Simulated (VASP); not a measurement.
Crystal: CdS.

```xyz
4
Lattice="4.1646 0.0000 0.0000 -2.0823 3.6067 0.0000 0.0000 0.0000 6.7660" Properties=species:S:1:pos:R:3 pbc="T T T"
Cd    0.0000    2.4044   -0.0065
Cd    2.0823    1.2022    3.3765
S     0.0000    2.4044    2.5438
S     2.0823    1.2022    5.9268
```

Base run:

```yaml
Program: VASP 6.6.1
Functional: r2SCAN
Potentials_or_basis: VASP PAW PBE potentials, release 64 (Cd, S)
Cutoff: 520 eV
k_mesh: 6 × 6 × 4
Occupations: gaussian, width 0.01 eV
Spin: no spin polarisation
```

Its results: band gap on the k mesh 1.63 eV, direct; pressure 0.3 GPa.

Problem. The run is repeated on the same cell with these changes: functional from r2SCAN to PBE. What comes out?

Solution. Band gap on the k mesh 1.17 eV, direct; pressure 1.7 GPa.

r2SCAN gives the wider gap, since meta-GGAs in the generalised Kohn-Sham scheme recover part of the derivative discontinuity.

Caveats: the PAW data sets were made with another functional, which shifts forces and pressure a little (some runs).

